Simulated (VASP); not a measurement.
# PbO2 (Fm-3m) in VASP: single point with r2SCAN

Aim: the single point of PbO2 with r2SCAN.

All numbers are computed with VASP 6.6.1; they aren't measurements. Logs are shortened: lines on timing, memory, paths and dates and some standing lists are left out, and cuts for length are marked.

### 1 The cell of the first run

It takes space group Fm-3m (No. 225, cubic). The conventional cell has a = 5.320 Å, b = 5.320 Å, c = 5.320 Å, α = 90.00°, β = 90.00°, γ = 90.00°. Within 3.0 Å of Pb (site symmetry m-3m) lie 8 O at 2.30 Å. Within 3.0 Å of O (site symmetry -43m) lie 4 Pb at 2.30 Å and 6 O at 2.66 Å.

### 2 Single point, r2SCAN

POSCAR

```
PbO2
1.0
    0.0000000000      2.6598338370      2.6598338370
    2.6598338370      0.0000000000      2.6598338370
    2.6598338370      2.6598338370      0.0000000000
Pb O
1 2
Direct
    0.0000000000      0.0000000000      0.0000000000
    0.2500000000      0.2500000000      0.2500000000
    0.7500000000      0.7500000000      0.7500000000
```

INCAR.step1

```
ALGO = Normal
EDIFF = 1E-5
ENCUT = 1480
GGA = PE
GGA_COMPAT = False
ISMEAR = 0
LASPH = True
LCHARG = False
LREAL = False
LWAVE = True
NBANDS = 20
NELM = 120
PREC = Accurate
SIGMA = 0.1
```

INCAR.step2

```
ALGO = Normal
EDIFF = 1E-6
ENCUT = 1480
GGA_COMPAT = False
ISIF = 2
ISMEAR = 0
ISTART = 1
LASPH = True
LCHARG = True
LELF = True
LMIXTAU = True
LREAL = False
LVHAR = True
LWAVE = False
METAGGA = R2SCAN
NBANDS = 20
NELM = 120
PREC = Accurate
SIGMA = 0.1
```

KPOINTS

```
k-points
0
Gamma
  6 6 6
```

Potentials or basis: VASP PAW PBE potentials, release 64 (Pb_d, O_h).

The run is started by

```sh
$ cat potpaw_PBE.64/Pb_d/POTCAR potpaw_PBE.64/O_h/POTCAR > POTCAR
$ cp INCAR.step1 INCAR
$ mpirun -np 1 vasp_std > vasp.out
$ cp INCAR.step2 INCAR
$ mpirun -np 1 vasp_std > vasp.out
```

OUTCAR:

```text
EDIFF = 1E-6
   ENCUT = 1480
   ISIF = 2
   ISMEAR = 0
   ISTART = 1
   LASPH = True
   LREAL = False
   METAGGA = R2SCAN
   NELM = 120
   PREC = Accurate

 ion  position               nearest neighbor table
   1  0.000  0.000  0.000-   3 2.30   3 2.30   3 2.30   2 2.30   3 2.30   2 2.30   2 2.30   2 2.30

   2  0.250  0.250  0.250-   1 2.30   1 2.30   1 2.30   1 2.30
   3  0.750  0.750  0.750-   1 2.30   1 2.30   1 2.30   1 2.30

  LATTYP: Found a face centered cubic cell.
 ALAT       =     5.3196676740

  Lattice vectors:

 A1 = (   0.0000000000,   2.6598338370,   2.6598338370)
 A2 = (   2.6598338370,   0.0000000000,   2.6598338370)
 A3 = (   2.6598338370,   2.6598338370,   0.0000000000)

Analysis of symmetry for initial positions (statically):
=====================================================================
 Subroutine PRICEL returns:
 Original cell was already a primitive cell.

 Routine SETGRP: Setting up the symmetry group for a
 face centered cubic supercell.

 Subroutine GETGRP returns: Found 48 space group operations
 (whereof 48 operations were pure point group operations)
 out of a pool of 48 trial point group operations.

The static configuration has the point symmetry O_h .

Analysis of symmetry for dynamics (positions and initial velocities):
=====================================================================
 Subroutine PRICEL returns:
 Original cell was already a primitive cell.

 Routine SETGRP: Setting up the symmetry group for a
 face centered cubic supercell.

 Subroutine GETGRP returns: Found 48 space group operations
 (whereof 48 operations were pure point group operations)
 out of a pool of 48 trial point group operations.

The dynamic configuration has the point symmetry O_h .

 Subroutine INISYM returns: Found 48 space group operations
 (whereof 48 operations are pure point group operations),
 and found     1 'primitive' translations

----------------------------------------------------------------------------------------

                                     Primitive cell

  volume of cell :      37.6351

  direct lattice vectors                    reciprocal lattice vectors
     0.000000000  2.659833837  2.659833837    -0.187981668  0.187981668  0.187981668
     2.659833837  0.000000000  2.659833837     0.187981668 -0.187981668  0.187981668
     2.659833837  2.659833837  0.000000000     0.187981668  0.187981668 -0.187981668

  length of vectors
     3.761573086  3.761573086  3.761573086     0.325593799  0.325593799  0.325593799

  position of ions in fractional coordinates (direct lattice)
     0.000000000  0.000000000  0.000000000
     0.250000000  0.250000000  0.250000000
     0.750000000  0.750000000  0.750000000

  ion indices of the primitive-cell ions
   primitive index   ion index
                 1           1
                 2           2
                 3           3

----------------------------------------------------------------------------------------

 KPOINTS: k-points

Automatic generation of k-mesh.
 Grid dimensions read from file:
 generate k-points for:    6    6    6

 Generating k-lattice:

  Cartesian coordinates                     Fractional coordinates (reciprocal lattice)
    -0.031330278  0.031330278  0.031330278     0.166666667  0.000000000  0.000000000
     0.031330278 -0.031330278  0.031330278     0.000000000  0.166666667  0.000000000
     0.031330278  0.031330278 -0.031330278     0.000000000  0.000000000  0.166666667

  Length of vectors
     0.054265633  0.054265633  0.054265633

  Shift w.r.t. Gamma in fractional coordinates (k-lattice)
     0.000000000  0.000000000  0.000000000

 Subroutine IBZKPT returns following result:
 ===========================================

 Found     16 irreducible k-points:

 Following reciprocal coordinates:
            Coordinates               Weight
  0.000000  0.000000  0.000000      1.000000
  0.166667  0.000000  0.000000      8.000000
  0.333333  0.000000  0.000000      8.000000
  0.500000  0.000000  0.000000      4.000000
  0.166667  0.166667  0.000000      6.000000
  0.333333  0.166667  0.000000     24.000000
[... 8 lines left out ...]
 -0.333333  0.333333  0.166667     24.000000
 -0.333333  0.500000  0.166667     12.000000
   k-points           NKPTS =     16   k-points in BZ     NKDIM =     16   number of bands    NBANDS=     20
   number of dos      NEDOS =    301   number of ions     NIONS =      3
   total plane-waves  NPLWV = 110592
   dimension x,y,z NGX =    48 NGY =   48 NGZ =   48
   dimension x,y,z NGXF=    96 NGYF=   96 NGZF=   96
   ions per type =               1   2
   NGX,Y,Z   is equivalent  to a cutoff of  21.21, 21.21, 21.21 a.u.
   NGXF,Y,Z  is equivalent  to a cutoff of  42.43, 42.43, 42.43 a.u.
 SYSTEM =  unknown system
   PREC   = accura    normal or accurate (medium, high low for compatibility)
   ISTART =      1    job   : 0-new  1-cont  2-samecut
   ICHARG =      0    charge: 1-file 2-atom 10-const
   ISPIN  =      1    spin polarized calculation?
   LNONCOLLINEAR =      F non collinear calculations
   LSORBIT =      F    spin-orbit coupling
   LASPH  =      T    aspherical Exc in radial PAW
   ENCUT  = 1480.0 eV 108.78 Ry   10.43 a.u.  11.80 11.80 11.80*2*pi/ulx,y,z
   NELM   =    120;   NELMIN=  2; NELMDL=  0     # of ELM steps
   EDIFF  = 0.1E-05   stopping-criterion for ELM
   LREAL  =      F    real-space projection
   EDIFFG = 0.1E-04   stopping-criterion for IOM
   NSW    =      0    number of steps for IOM
   IBRION =     -1    ionic relax: 0-MD 1-quasi-New 2-CG
   NFREE  =      0    steps in history (QN), initial steepest desc. (CG)
   ISIF   =      2    stress and relaxation
   ISYM   =      2    0-nonsym 1-usesym 2-fastsym
   POTIM  = 0.5000    time-step for ionic-motion
   TEBEG  =    0.0;   TEEND  =   0.0 temperature during run
   PSTRESS=    0.0 pullay stress
   NELECT =      26.0000    total number of electrons
   NUPDOWN=      -1.0000    fix difference up-down
   EMIN   =  10.00;   EMAX   =-10.00  energy-range for DOS
   EFERMI =   0.00;   METHOD = LEGACY
   ISMEAR =     0;   SIGMA  =   0.10  broadening in eV -4-tet -1-fermi 0-gaus
   EFERMI_NEDOS =   21; number of points for ismear=-14 and -15
   IALGO  =     38    algorithm
   IMIX   =      4    mixing-type and parameters
     AMIX     =   0.40;   BMIX     =  1.00
     AMIX_MAG =   1.60;   BMIX_MAG =  1.00
  volume/ion in A,a.u.               =      12.55        84.66
  Fermi-wavevector in a.u.,A,eV,Ry     =   1.447221  2.734851 28.496693  2.094448
  Thomas-Fermi vector in A             =   2.565200
   LORBIT       =      0    0 simple, 1 ext, 2 COOP (PROOUT), +10 PAW based schemes
   METAGGA = R2SCAN    functional components
   LHFCALC =     F    Hartree Fock is set to
   AEXX    =    0.0000 exact exchange contribution
   IVDW    =     0    specifies the selected vdW correction
   LEPSILON=     F    determine dielectric tensor
   LRPA    =     F    only Hartree local field effects (RPA)
 non-spin polarized calculation
 Gauss-broadening in eV      SIGMA  =   0.10
  energy-cutoff  :     1480.00
  volume of cell :       37.64
 maximum number of plane-waves:      4909
   NGX = 23   NGY = 23   NGZ = 23

 number of electron      26.0000001 magnetization

 Free energy of the ion-electron system (eV)
  ---------------------------------------------------
  ext. energy  EPLUGINS =         0.00000000
  ---------------------------------------------------
  free energy    TOTEN  =       -70.80407127 eV

  energy without entropy =      -70.80286354  energy(sigma->0) =      -70.80346741

 E-fermi :   6.3977     XC(G=0): -12.1844

 val. band max:        6.2998703884   @ k =  -0.3333   0.5000   0.1667
 cond. band min:       7.0249177692   @ k =   0.1667   0.1667   0.0000
 fundamental gap:      0.7250473808
 Fermi energy:         6.3977458916

 k-point     1 :       0.0000    0.0000    0.0000
  band No.  band energies     occupation
      1     -13.5356      2.00000
      2     -10.5040      2.00000
      3      -9.9387      2.00000
      4      -9.9387      2.00000
      5      -9.9387      2.00000
      6      -9.6331      2.00000
[... 12 lines left out ...]
     19      23.0884      0.00000
     20      23.0884      0.00000

 k-point     2 :       0.1667    0.0000    0.0000
  band No.  band energies     occupation
      1     -13.3086      2.00000
      2     -11.2533      2.00000
      3      -9.9027      2.00000
      4      -9.9027      2.00000
      5      -9.6343      2.00000
      6      -9.6343      2.00000
[... 12 lines left out ...]
     19      22.8874      0.00000
     20      22.8874      0.00000

 k-point     3 :       0.3333    0.0000    0.0000
  band No.  band energies     occupation
      1     -12.8814      2.00000
      2     -11.7758      2.00000
      3      -9.8550      2.00000
      4      -9.8550      2.00000
      5      -9.6095      2.00000
      6      -9.6095      2.00000
[... 12 lines left out ...]
     19      22.6157      0.00000
     20      22.6157      0.00000

 k-point     4 :       0.5000    0.0000    0.0000
  band No.  band energies     occupation
      1     -12.7804      2.00000
      2     -11.7544      2.00000
      3      -9.8462      2.00000
      4      -9.8462      2.00000
      5      -9.5806      2.00000
      6      -9.5806      2.00000
[... 12 lines left out ...]
     19      22.4494      0.00000
     20      22.4494      0.00000

 k-point     5 :       0.1667    0.1667    0.0000
  band No.  band energies     occupation
      1     -13.2247      2.00000
      2     -11.4318      2.00000
      3      -9.8681      2.00000
      4      -9.8681      2.00000
      5      -9.6640      2.00000
      6      -9.6149      2.00000
[... 12 lines left out ...]
     19      22.7949      0.00000
     20      23.2034      0.00000
[... 169 lines left out ...]
      6      -9.5600      2.00000
[... 12 lines left out ...]
     19      23.7068      0.00000
     20      24.5816      0.00000

 k-point    14 :       0.5000    0.3333    0.1667
  band No.  band energies     occupation
      1     -12.4884      2.00000
      2     -12.2430      2.00000
      3      -9.7259      2.00000
      4      -9.7217      2.00000
      5      -9.6234      2.00000
      6      -9.3927      2.00000
[... 12 lines left out ...]
     19      23.1417      0.00000
     20      25.3044      0.00000

 k-point    15 :      -0.3333    0.3333    0.1667
  band No.  band energies     occupation
      1     -12.4644      2.00000
      2     -12.2305      2.00000
      3      -9.7124      2.00000
      4      -9.6997      2.00000
      5      -9.6063      2.00000
      6      -8.9834      2.00000
[... 12 lines left out ...]
     19      23.1230      0.00000
     20      25.3774      0.00000

 k-point    16 :      -0.3333    0.5000    0.1667
  band No.  band energies     occupation
      1     -12.4563      2.00000
      2     -12.2187      2.00000
      3      -9.7423      2.00000
      4      -9.6362      2.00000
      5      -9.5952      2.00000
      6      -9.1950      2.00000
[... 12 lines left out ...]
     19      23.9748      0.00000
     20      24.4907      0.00000

------------------------ aborting loop because EDIFF is reached ----------------------------------------

  FORCE on cell =-STRESS in cart. coord.  units (eV):
  Direction    XX          YY          ZZ          XY          YZ          ZX
  --------------------------------------------------------------------------------------
  -------------------------------------------------------------------------------------
  Total        0.1661384      0.1661384      0.1661384     -0.0000000      0.0000000     -0.0000000
  in kB        7.0727292      7.0727292      7.0727292     -0.0000000      0.0000000     -0.0000000
  external PRESSURE =       7.0727292 kB  Pullay stress =       0.0000000 kB

 VOLUME and BASIS-vectors are now :
 -----------------------------------------------------------------------------
  energy-cutoff  :     1480.00
  volume of cell :       37.64
      direct lattice vectors                 reciprocal lattice vectors
     0.000000000  2.659833837  2.659833837    -0.187981668  0.187981668  0.187981668
     2.659833837  0.000000000  2.659833837     0.187981668 -0.187981668  0.187981668
     2.659833837  2.659833837  0.000000000     0.187981668  0.187981668 -0.187981668

 POSITION                                       TOTAL-FORCE (eV/Angst)
 -----------------------------------------------------------------------------------
      0.00000      0.00000      0.00000        -0.000000     -0.000000     -0.000000
      1.32992      1.32992      1.32992         0.000000      0.000000      0.000000
      3.98975      3.98975      3.98975        -0.000000     -0.000000     -0.000000
 -----------------------------------------------------------------------------------
    total drift:                               -0.000000     -0.000000      0.000000

  FREE ENERGIE OF THE ION-ELECTRON SYSTEM (eV)
  ---------------------------------------------------
  free  energy   TOTEN  =       -70.8040712746 eV

  energy  without entropy=      -70.8028635447  energy(sigma->0) =      -70.80346741
```

It took 1.9 min on 1 thread of Intel Xeon 6975P-C (Granite Rapids), shared host; peak memory 0.4 GiB.

Results:

```
Free energy            : -70.8041 eV
Pressure               : 0.7 GPa
Band gap on the k mesh : zero (bands 13 and 14 overlap by 1.32 eV)
```

Levels at points of the mesh, in eV from the Fermi level:
```
           k point  band 10  band 11  band 12  band 13  band 14  band 15  band 16  band 17
(0.00, 0.00, 0.00)    -2.20    -2.18    -1.42    -1.42    -1.42     7.69     7.69     7.69
(0.50, 0.00, 0.00)    -3.08    -3.08    -1.61    -1.61     3.10     7.73    10.58    10.58
(0.50, 0.50, 0.00)    -4.91    -0.38    -0.24    -0.24     2.11     7.11     9.81    12.07
```

Caveat: the PAW data sets were made with another functional, which shifts forces and pressure a little; spin-orbit coupling is left out, which moves the levels of the heavy elements.

The gap in the log of VASP goes by the Fermi energy; the results here count the filled bands.